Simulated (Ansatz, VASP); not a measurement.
**One calculation of Ga, two programs**

INCAR

```
PREC     = Accurate       # precision mode
ENCUT    = 520            # plane-wave cutoff, eV
EDIFF    = 1E-6           # SCF threshold, eV
ISMEAR   = -1             # smearing method
SIGMA    = 0.1            # smearing width, eV
LREAL    = F              # projectors in reciprocal space
LASPH    = T              # aspherical terms in the spheres
NELM     = 80             # most SCF steps
ALGO     = Normal         # electronic algorithm
ISIF     = 2              # what is computed and relaxed
LWAVE    = F              # write WAVECAR
LCHARG   = T              # write CHGCAR
LELF     = T              # ELF
LVHAR    = T            
NBANDS   = 34             # bands
```

The input KPOINTS:

```
regular mesh
0
Gamma
  14 14 4
```

The input POSCAR:

```
Ga
1.0
    2.8583390095      0.0000000000      0.0000000000
   -1.4291695048      2.4753941948      0.0000000000
    0.0000000000      0.0000000000      8.9279466430
Ga
4
Direct
    0.0000000000      1.0000000000      1.0000000000
    0.0000000000      1.0000000000      0.5000000000
    0.3333333333      0.6666666667      0.2500000000
    0.6666666667      0.3333333333      0.7500000000
```

Input for Ansatz:

```yaml
crystal:
  lattice:
    - [2.8583390095, 0.0, 0.0]
    - [-1.4291695048, 2.4753941948, 0.0]
    - [0.0, 0.0, 8.927946643]
  atoms:
    - { symbol: Ga, position: [0.0, 1.0, 1.0] }
    - { symbol: Ga, position: [0.0, 1.0, 0.5] }
    - { symbol: Ga, position: [0.3333333333, 0.6666666667, 0.25] }
    - { symbol: Ga, position: [0.6666666667, 0.3333333333, 0.75] }
hamiltonian:
  xc: lda
  pseudopotentials:
    kind: paw
    azcp:
      Ga: "pseudopotentials/Ga.paw.azcp"
basis:
  ecutwfc: 420
  fft_grid_basis: typed
kpoints:
  mp_grid: { grid: [14, 14, 4], shift: [0, 0, 0] }
magnetization:
  spin_polarized: false
scf:
  occupations: { method: fermi_dirac, width: 0.1 }
  lower_state_search: "off"
output:
  stress: true
```

Alike in both runs: task single point; functional LDA; k mesh 14 × 14 × 4; occupations fermi-dirac, width 0.1 eV; no spin polarisation.

|  | VASP | Ansatz |
| --- | --- | --- |
| version | VASP 6.6.1 | Ansatz 0.2.0 |
| potentials or method | VASP PAW LDA potentials, release 64 (Ga_d), cutoff 520 eV | plane waves (420 eV) with PAW, scalar-relativistic |
| valence electrons in the cell | 52 | 52 |

|  | VASP | Ansatz | Ansatz less VASP |
| --- | --- | --- | --- |
| pressure (GPa) | 6.8 | 6.7 | -0.10 |
| traceless stress, the component that is largest in VASP (GPa) | 0.41 | 0.38 | -0.025 |

Ansatz warns that its potentials were made for another functional, while VASP's fit it. LDA's correlation is that of Perdew and Zunger in VASP and of Perdew and Wang (1992) in Ansatz.
